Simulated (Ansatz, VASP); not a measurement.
One calculation of SiC5, two programs

The input INCAR:

```
SYSTEM = SiC5
PREC = Accurate
ENCUT = 600
EDIFF = 1E-6
ISMEAR = 0
SIGMA = 0.1
LREAL = .FALSE.
LASPH = .TRUE.
NELM = 80
ALGO = Normal
ISIF = 3
LWAVE = .FALSE.
LCHARG = .FALSE.
GGA = PE
IBRION = 2
NSW = 100
EDIFFG = -0.01
```

Contents of KPOINTS:

```
regular mesh
0
G
  12 12 6
  0 0 0
```

The input POSCAR:

```
SiC5
1.0
    3.5961499694      0.0000000000      0.0000000000
   -1.7980749847      3.1143572293      0.0000000000
    0.0000000000      0.0000000000      8.1945748510
Si C
1 5
Direct
    0.0000000000      0.0000000000      0.5000000000
    0.3333333333      0.6666666667      0.5000000000
    0.0000000000      0.7747883877      0.0000000000
    0.7747883877      0.0000000000      0.0000000000
    0.2252116123      0.2252116123      0.0000000000
    0.6666666667      0.3333333333      0.5000000000
```

Input for Ansatz:

```yaml
crystal:
  lattice:
    - [3.5961499694, 0.0, 0.0]
    - [-1.7980749847, 3.1143572293, 0.0]
    - [0.0, 0.0, 8.194574851]
  atoms:
    - { symbol: Si, position: [0.0, 0.0, 0.5] }
    - { symbol: C, position: [0.3333333333, 0.6666666667, 0.5] }
    - { symbol: C, position: [0.0, 0.7747883877, 0.0] }
    - { symbol: C, position: [0.7747883877, 0.0, 0.0] }
    - { symbol: C, position: [0.2252116123, 0.2252116123, 0.0] }
    - { symbol: C, position: [0.6666666667, 0.3333333333, 0.5] }
basis:
  ecutwfc: 420
kpoints:
  mp_grid: { grid: [12, 12, 6] }
hamiltonian:
  xc: pbe
scf:
  occupations: { method: gaussian, width: 0.1 }
output:
  forces: true
  stress: true
  eigenvalues: true
  write_density: true
  write_potential: true
  elf: true
  volumetric_format: npy
relax:
  adjacent_minimum: "off"
  f_tol: 0.01
  max_steps: 80
  cell: { stress_tol: 0.05 }
```

Change from the starting cell: species swapped into the MgAu5 type (P-62m, No. 189).

Alike in both runs: task relaxation of cell and atoms; functional PBE; k mesh 12 × 12 × 6; occupations gaussian, width 0.1 eV; no spin polarisation.

```csv
,VASP,Ansatz
version,VASP 6.6.1,Ansatz 0.2.0
potentials or method,"VASP PAW PBE potentials, release 64 (Si, C), cutoff 600 eV","scalar-relativistic, plane waves, PAW"
valence electrons in the cell,24,24
```

Ansatz gave:

```
gap on the k mesh at the Fermi level, each at its own relaxed structure (eV) : none
relaxed volume (Å³/atom)                                                     : 15.30
relaxed cell length with the largest relative difference (Å)                 : 3.596
```

Problem. Which values does VASP return?

Solution. gap on the k mesh at the Fermi level, each at its own relaxed structure (eV): none; relaxed volume (Å³/atom): 15.28; relaxed cell length with the largest relative difference (Å): 3.595.

A gap of «none» marks a metal or a gap that the smearing closes.
